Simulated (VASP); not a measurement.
An input for VASP 6.6.1 (P):

Contents of INCAR:

```
PREC     = Accurate       # precision mode
ENCUT    = 500            # plane-wave cutoff, eV
EDIFF    = 1E-6           # SCF threshold, eV
ISMEAR   = 0              # smearing method
SIGMA    = 0.1            # smearing width, eV
LREAL    = F              # projectors in reciprocal space
LASPH    = T              # aspherical terms in the spheres
NELM     = 120            # most SCF steps
ALGO     = Normal         # electronic algorithm
ISIF     = 2              # what is computed and relaxed
LWAVE    = F              # write WAVECAR
LCHARG   = F              # write CHGCAR
GGA      = PE             # functional
NBANDS   = 8              # bands
GGA_COMPAT= F
```

The input KPOINTS:

```
Automatic mesh
0
Gamma
  24 24 24
```

The input POSCAR:

```
P
1.0
    0.0000000000      1.6156203583      3.8536815993
    1.6156004975      0.0000000000      3.8536815993
    1.6156004975      1.6156203583      0.0000000000
P
1
Direct
    0.0000000000      0.0000000000      0.0000000000
```

Potentials or basis: VASP PAW PBE potentials, release 64 (P).

Launch:

```console
$ cat potpaw_PBE.64/P/POTCAR > POTCAR
$ mpirun -np 1 vasp_std > vasp.out
```

Problem. How does this run end?

Solution. The run stopped without a result. It printed:

OUTCAR:

```text
PREC = Accurate
   ENCUT = 500
   EDIFF = 1E-6
   ISMEAR = 0
   LREAL = F
   LASPH = T
   NELM = 120
   ISIF = 2
   GGA = PE

[... 91 lines left out ...]
|     E        R     R  R     R  O     O  R     R     ###     ###     ###     |
|     EEEEE    RRRRRR   RRRRRR   O     O  RRRRRR       #       #       #      |
|     E        R   R    R   R    O     O  R   R                               |
|     E        R    R   R    R   O     O  R    R      ###     ###     ###     |
|     EEEEEEE  R     R  R     R  OOOOOOO  R     R     ###     ###     ###     |
|                                                                             |
|     IBZKPT: not all point group operations associated with the symmetry     |
|     operators of the crystalline lattice are members of the point group     |
|     of the reciprocal lattice.                                              |
|                                                                             |
|       ---->  I REFUSE TO CONTINUE WITH THIS SICK JOB ... BYE!!! <----       |
|                                                                             |
 -----------------------------------------------------------------------------
```

On the terminal:

```text
POSCAR found type information on POSCAR P
 POSCAR found :  1 types and       1 ions
[... 43 lines left out ...]

1
```
